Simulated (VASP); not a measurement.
# WC (P1) in VASP: further runs

The runs below take WC through single point, with r2SCAN.

Everything below comes from runs of VASP 6.6.1. Logs are shortened: lines on timing, memory, paths and dates and some standing lists are left out, and cuts for length are marked.

### Step 1. The cell of the first run

The typed cell holds 2 atoms: a = 3.256 Å, b = 3.256 Å, c = 3.256 Å, α = 60.00°, β = 60.00°, γ = 60.00°.

### Step 2. Single point, r2SCAN

The input, POSCAR:

```
WC
1.0
    0.0000000000      2.3021091000      2.3021091000
    2.3021091000      0.0000000000      2.3021091000
    2.3021091000      2.3021091000      0.0000000000
W C
1 1
Direct
   -0.0200050000     -0.0053940000      0.0089470000
    0.7474570000      0.7627780000      0.7477320000
```

The input, INCAR.step1:

```
ALGO = Normal ; EDIFF = 1E-4
ENCUT = 520 ; GGA = PE
ISMEAR = 0 ; LASPH = T
LCHARG = F ; LREAL = F
LWAVE = T ; NBANDS = 16
NELM = 80 ; PREC = Accurate
SIGMA = 0.01
```

The input, INCAR.step2:

```
ALGO = Normal ; EDIFF = 1E-7
ENCUT = 520 ; ISIF = 2
ISMEAR = 0 ; ISTART = 1
LASPH = T ; LCHARG = F
LMIXTAU = T ; LREAL = F
LWAVE = F ; METAGGA = R2SCAN
NBANDS = 16 ; NELM = 80
PREC = Accurate ; SIGMA = 0.01
```

The input, KPOINTS:

```
k-points
0
Gamma
  7 7 7
```

Potentials or basis: VASP PAW PBE potentials, release 64 (W_sv, C).

Run with:

```console
> cat potpaw_PBE.64/W_sv/POTCAR potpaw_PBE.64/C/POTCAR > POTCAR
> cp INCAR.step1 INCAR
> mpirun -np 1 vasp_std > vasp.out
> cp INCAR.step2 INCAR
> mpirun -np 1 vasp_std > vasp.out
```

OUTCAR:

```text
EDIFF = 1E-7
   ENCUT = 520
   ISIF = 2
   ISMEAR = 0
   ISTART = 1
   LASPH = T
   LREAL = F
   METAGGA = R2SCAN
   NELM = 80
   PREC = Accurate

 ion  position               nearest neighbor table
   1  0.980  0.995  0.009-   2 1.93   2 1.97   2 2.04   2 2.04
   2  0.747  0.763  0.748-   1 1.93   1 1.97   1 2.04   1 2.04

  LATTYP: Found a face centered cubic cell.
 ALAT       =     4.6042182000

  Lattice vectors:

 A1 = (   0.0000000000,   2.3021091000,   2.3021091000)
 A2 = (   2.3021091000,   0.0000000000,   2.3021091000)
 A3 = (   2.3021091000,   2.3021091000,   0.0000000000)

Analysis of symmetry for initial positions (statically):
=====================================================================
 Subroutine PRICEL returns:
 Original cell was already a primitive cell.

 Routine SETGRP: Setting up the symmetry group for a
 face centered cubic supercell.

 Subroutine GETGRP returns: Found  1 space group operations
 (whereof  1 operations were pure point group operations)
 out of a pool of 48 trial point group operations.

The static configuration has the point symmetry C_1 .

Analysis of symmetry for dynamics (positions and initial velocities):
=====================================================================
 Subroutine PRICEL returns:
 Original cell was already a primitive cell.

 Routine SETGRP: Setting up the symmetry group for a
 face centered cubic supercell.

 Subroutine GETGRP returns: Found  1 space group operations
 (whereof  1 operations were pure point group operations)
 out of a pool of 48 trial point group operations.

The dynamic configuration has the point symmetry C_1 .

 Subroutine INISYM returns: Found  1 space group operations
 (whereof  1 operations are pure point group operations),
 and found     1 'primitive' translations

----------------------------------------------------------------------------------------

                                     Primitive cell

  volume of cell :      24.4010

  direct lattice vectors                    reciprocal lattice vectors
     0.000000000  2.302109100  2.302109100    -0.217192139  0.217192139  0.217192139
     2.302109100  0.000000000  2.302109100     0.217192139 -0.217192139  0.217192139
     2.302109100  2.302109100  0.000000000     0.217192139  0.217192139 -0.217192139

  length of vectors
     3.255673911  3.255673911  3.255673911     0.376187820  0.376187820  0.376187820

  position of ions in fractional coordinates (direct lattice)
     0.979995000  0.994606000  0.008947000
     0.747457000  0.762778000  0.747732000

  ion indices of the primitive-cell ions
   primitive index   ion index
                 1           1
                 2           2

----------------------------------------------------------------------------------------

 KPOINTS: k-points

Automatic generation of k-mesh.
 Grid dimensions read from file:
 generate k-points for:    7    7    7

 Generating k-lattice:

  Cartesian coordinates                     Fractional coordinates (reciprocal lattice)
    -0.031027448  0.031027448  0.031027448     0.142857143  0.000000000  0.000000000
     0.031027448 -0.031027448  0.031027448     0.000000000  0.142857143  0.000000000
     0.031027448  0.031027448 -0.031027448     0.000000000  0.000000000  0.142857143

  Length of vectors
     0.053741117  0.053741117  0.053741117

  Shift w.r.t. Gamma in fractional coordinates (k-lattice)
     0.000000000  0.000000000  0.000000000

 Subroutine IBZKPT returns following result:
 ===========================================

 Found    172 irreducible k-points:

 Following reciprocal coordinates:
            Coordinates               Weight
  0.000000  0.000000  0.000000      1.000000
  0.142857  0.000000  0.000000      2.000000
  0.000000  0.142857  0.000000      2.000000
  0.000000  0.000000  0.142857      2.000000
  0.142857  0.142857  0.142857      2.000000
  0.285714  0.000000  0.000000      2.000000
[... 16 lines left out ...]
  0.142857 -0.142857 -0.142857      2.000000
  0.285714  0.285714  0.142857      2.000000
 [... further k-points ...]
   k-points           NKPTS =    172   k-points in BZ     NKDIM =    172   number of bands    NBANDS=     16
   number of dos      NEDOS =    301   number of ions     NIONS =      2
   total plane-waves  NPLWV =  13824
   dimension x,y,z NGX =    24 NGY =   24 NGZ =   24
   dimension x,y,z NGXF=    48 NGYF=   48 NGZF=   48
   ions per type =               1   1
   NGX,Y,Z   is equivalent  to a cutoff of  12.26, 12.26, 12.26 a.u.
   NGXF,Y,Z  is equivalent  to a cutoff of  24.51, 24.51, 24.51 a.u.
 SYSTEM =  unknown system
   PREC   = accura    normal or accurate (medium, high low for compatibility)
   ISTART =      1    job   : 0-new  1-cont  2-samecut
   ICHARG =      0    charge: 1-file 2-atom 10-const
   ISPIN  =      1    spin polarized calculation?
   LNONCOLLINEAR =      F non collinear calculations
   LSORBIT =      F    spin-orbit coupling
   LASPH  =      T    aspherical Exc in radial PAW
   ENCUT  =  520.0 eV  38.22 Ry    6.18 a.u.   6.05  6.05  6.05*2*pi/ulx,y,z
   NELM   =     80;   NELMIN=  2; NELMDL=  0     # of ELM steps
   EDIFF  = 0.1E-06   stopping-criterion for ELM
   LREAL  =      F    real-space projection
   EDIFFG = 0.1E-05   stopping-criterion for IOM
   NSW    =      0    number of steps for IOM
   IBRION =     -1    ionic relax: 0-MD 1-quasi-New 2-CG
   NFREE  =      0    steps in history (QN), initial steepest desc. (CG)
   ISIF   =      2    stress and relaxation
   ISYM   =      2    0-nonsym 1-usesym 2-fastsym
   POTIM  = 0.5000    time-step for ionic-motion
   TEBEG  =    0.0;   TEEND  =   0.0 temperature during run
   PSTRESS=    0.0 pullay stress
   NELECT =      18.0000    total number of electrons
   NUPDOWN=      -1.0000    fix difference up-down
   EMIN   =  10.00;   EMAX   =-10.00  energy-range for DOS
   EFERMI =   0.00;   METHOD = LEGACY
   ISMEAR =     0;   SIGMA  =   0.01  broadening in eV -4-tet -1-fermi 0-gaus
   EFERMI_NEDOS =   21; number of points for ismear=-14 and -15
   IALGO  =     38    algorithm
   IMIX   =      4    mixing-type and parameters
     AMIX     =   0.40;   BMIX     =  1.00
     AMIX_MAG =   1.60;   BMIX_MAG =  1.00
  volume/ion in A,a.u.               =      12.20        82.33
  Fermi-wavevector in a.u.,A,eV,Ry     =   1.479210  2.795301 29.770385  2.188062
  Thomas-Fermi vector in A             =   2.593396
   LORBIT       =      0    0 simple, 1 ext, 2 COOP (PROOUT), +10 PAW based schemes
   METAGGA = R2SCAN    functional components
   LHFCALC =     F    Hartree Fock is set to
   AEXX    =    0.0000 exact exchange contribution
   IVDW    =     0    specifies the selected vdW correction
   LEPSILON=     F    determine dielectric tensor
   LRPA    =     F    only Hartree local field effects (RPA)
 non-spin polarized calculation
 Gauss-broadening in eV      SIGMA  =   0.01
  energy-cutoff  :      520.00
  volume of cell :       24.40
 maximum number of plane-waves:       668
   NGX = 13   NGY = 13   NGZ = 13

 number of electron      18.0000001 magnetization

 Free energy of the ion-electron system (eV)
  ---------------------------------------------------
  ext. energy  EPLUGINS =         0.00000000
  ---------------------------------------------------
  free energy    TOTEN  =       -60.14189983 eV

  energy without entropy =      -60.14184909  energy(sigma->0) =      -60.14187446

 E-fermi :   9.6221     XC(G=0): -13.6228

 val. band max:        9.5802588107   @ k =   0.0000   0.0000   0.2857
 cond. band min:       9.6250677214   @ k =   0.1429   0.0000  -0.4286
 fundamental gap:      0.0448089108
 Fermi energy:         9.6221422005

 k-point     1 :       0.0000    0.0000    0.0000
  band No.  band energies     occupation
      1     -67.0502      2.00000
      2     -30.5860      2.00000
      3     -30.5526      2.00000
      4     -30.4980      2.00000
      5      -5.3632      2.00000
      6       3.0840      2.00000
[... 8 lines left out ...]
     15      24.6649      0.00000
     16      25.2139      0.00000

 k-point     2 :       0.1429    0.0000    0.0000
  band No.  band energies     occupation
      1     -67.0460      2.00000
      2     -30.6149      2.00000
      3     -30.5906      2.00000
      4     -30.5343      2.00000
      5      -4.9678      2.00000
      6       3.0610      2.00000
[... 8 lines left out ...]
     15      22.3296      0.00000
     16      24.7938      0.00000

 k-point     3 :       0.0000    0.1429    0.0000
  band No.  band energies     occupation
      1     -67.0460      2.00000
      2     -30.6140      2.00000
      3     -30.5905      2.00000
      4     -30.5352      2.00000
      5      -4.9684      2.00000
      6       3.0661      2.00000
[... 8 lines left out ...]
     15      22.3408      0.00000
     16      24.7948      0.00000

 k-point     4 :       0.0000    0.0000    0.1429
  band No.  band energies     occupation
      1     -67.0459      2.00000
      2     -30.6507      2.00000
      3     -30.5830      2.00000
      4     -30.5096      2.00000
      5      -4.9409      2.00000
      6       2.8934      2.00000
[... 8 lines left out ...]
     15      21.9283      0.00000
     16      24.9013      0.00000

 k-point     5 :       0.1429    0.1429    0.1429
  band No.  band energies     occupation
      1     -67.0459      2.00000
      2     -30.6680      2.00000
      3     -30.5670      2.00000
      4     -30.5100      2.00000
      5      -4.9288      2.00000
      6       2.8385      2.00000
[... 8 lines left out ...]
     15      21.7646      0.00000
     16      25.0040      0.00000

 k-point     6 :       0.2857    0.0000    0.0000
  band No.  band energies     occupation
      1     -67.0365      2.00000
      2     -30.7782      2.00000
      3     -30.6224      2.00000
      4     -30.5673      2.00000
      5      -4.1014      2.00000
      6       2.8739      2.00000
[... 8 lines left out ...]
     15      19.1589      0.00000
     16      25.8147      0.00000

 k-point     7 :       0.0000    0.2857    0.0000
  band No.  band energies     occupation
      1     -67.0366      2.00000
      2     -30.7770      2.00000
      3     -30.6225      2.00000
      4     -30.5683      2.00000
      5      -4.1036      2.00000
      6       2.8775      2.00000
[... 8 lines left out ...]
     15      19.1580      0.00000
     16      25.8182      0.00000

 k-point     8 :       0.0000    0.0000    0.2857
  band No.  band energies     occupation
      1     -67.0364      2.00000
      2     -30.8290      2.00000
      3     -30.6144      2.00000
      4     -30.5355      2.00000
      5      -4.0047      2.00000
      6       2.7483      2.00000
[... 8 lines left out ...]
     15      19.2872      0.00000
     16      25.7338      0.00000

 k-point     9 :       0.2857    0.2857    0.2857
  band No.  band energies     occupation
      1     -67.0363      2.00000
      2     -30.8511      2.00000
      3     -30.5961      2.00000
      4     -30.5368      2.00000
      5      -3.9609      2.00000
      6       2.7098      2.00000
[... 8 lines left out ...]
     15      19.4498      0.00000
     16      25.7531      0.00000
[... 172 lines left out ...]
 k-point    19 :       0.1429    0.0000    0.2857
  band No.  band energies     occupation
      1     -67.0367      2.00000
      2     -30.7847      2.00000
      3     -30.6278      2.00000
      4     -30.5576      2.00000
      5      -4.0187      2.00000
      6       2.4023      2.00000
[... 8 lines left out ...]
     15      20.7745      0.00000
     16      24.3749      0.00000

 k-point    20 :       0.1429    0.1429   -0.1429
  band No.  band energies     occupation
      1     -67.0368      2.00000
      2     -30.7671      2.00000
      3     -30.6414      2.00000
      4     -30.5580      2.00000
      5      -4.0483      2.00000
      6       2.3766      2.00000
[... 8 lines left out ...]
     15      20.7233      0.00000
     16      24.3428      0.00000

 k-point    21 :       0.2857    0.1429    0.2857
  band No.  band energies     occupation
      1     -67.0367      2.00000
      2     -30.8000      2.00000
      3     -30.6141      2.00000
      4     -30.5586      2.00000
      5      -3.9968      2.00000
      6       2.3923      2.00000
[... 8 lines left out ...]
     15      20.7741      0.00000
     16      24.3895      0.00000

 k-point    22 :       0.1429    0.2857    0.0000
  band No.  band energies     occupation
      1     -67.0368      2.00000
      2     -30.7536      2.00000
      3     -30.6426      2.00000
      4     -30.5676      2.00000
      5      -4.0798      2.00000
      6       2.4229      2.00000
[... 8 lines left out ...]
     15      20.8156      0.00000
     16      24.4408      0.00000

 k-point    23 :       0.1429   -0.1429   -0.1429
  band No.  band energies     occupation
      1     -67.0369      2.00000
      2     -30.7267      2.00000
      3     -30.6420      2.00000
      4     -30.5929      2.00000
      5      -4.0846      2.00000
      6       2.4198      2.00000
[... 8 lines left out ...]
     15      20.7855      0.00000
     16      24.3421      0.00000

 k-point    24 :       0.2857    0.2857    0.1429
  band No.  band energies     occupation
      1     -67.0367      2.00000
      2     -30.7912      2.00000
      3     -30.6199      2.00000
      4     -30.5588      2.00000
      5      -4.0214      2.00000
      6       2.3728      2.00000
[... 8 lines left out ...]
     15      20.7342      0.00000
     16      24.3594      0.00000

 [... further k-points ...]

------------------------ aborting loop because EDIFF is reached ----------------------------------------

  FORCE on cell =-STRESS in cart. coord.  units (eV):
  Direction    XX          YY          ZZ          XY          YZ          ZX
  --------------------------------------------------------------------------------------
  -------------------------------------------------------------------------------------
  Total        2.7193369      2.7082252      2.4331295      1.7944933      0.3933077      0.3541225
  in kB      178.5524850    177.8228899    159.7600191    117.8269766     25.8247022     23.2517934
  external PRESSURE =     172.0451314 kB  Pullay stress =       0.0000000 kB

 VOLUME and BASIS-vectors are now :
 -----------------------------------------------------------------------------
  energy-cutoff  :      520.00
  volume of cell :       24.40
      direct lattice vectors                 reciprocal lattice vectors
     0.000000000  2.302109100  2.302109100    -0.217192139  0.217192139  0.217192139
     2.302109100  0.000000000  2.302109100     0.217192139 -0.217192139  0.217192139
     2.302109100  2.302109100  0.000000000     0.217192139  0.217192139 -0.217192139

 POSITION                                       TOTAL-FORCE (eV/Angst)
 -----------------------------------------------------------------------------------
      2.31029      2.27665      4.54575         0.321215      0.299403      1.496912
      3.47736      3.44209      3.47673        -0.321215     -0.299403     -1.496912
 -----------------------------------------------------------------------------------
    total drift:                               -0.000134      0.000007      0.000030

  FREE ENERGIE OF THE ION-ELECTRON SYSTEM (eV)
  ---------------------------------------------------
  free  energy   TOTEN  =       -60.1418998318 eV

  energy  without entropy=      -60.1418490854  energy(sigma->0) =      -60.14187446
```

Run time: 59 s. Hardware: 1 thread of Intel Xeon 6975P-C (Granite Rapids), shared host; peak memory 0.19 GiB.

What came out:

| Quantity | Value |
| --- | --- |
| Free energy | -60.1419 eV |
| Pressure | 17.2 GPa |
| Largest force | 1.560 eV/Å |
| Band gap on the k mesh | zero (band 9 reaches 10.21 eV, above the bottom of band 10 at 9.24 eV) |

Forces on the atoms (eV/Å):
```
W    0.321  0.299  1.497
C   -0.321 -0.299 -1.497
```

Stress tensor (GPa, compression positive):
```
17.86 11.78  2.33
11.78 17.78  2.58
 2.33  2.58 15.98
```

Caveat: the PAW data sets were made with another functional, which shifts forces and pressure a little; spin-orbit coupling is left out, which moves the levels of the heavy elements.

(Part 1 of 2 ends here.)
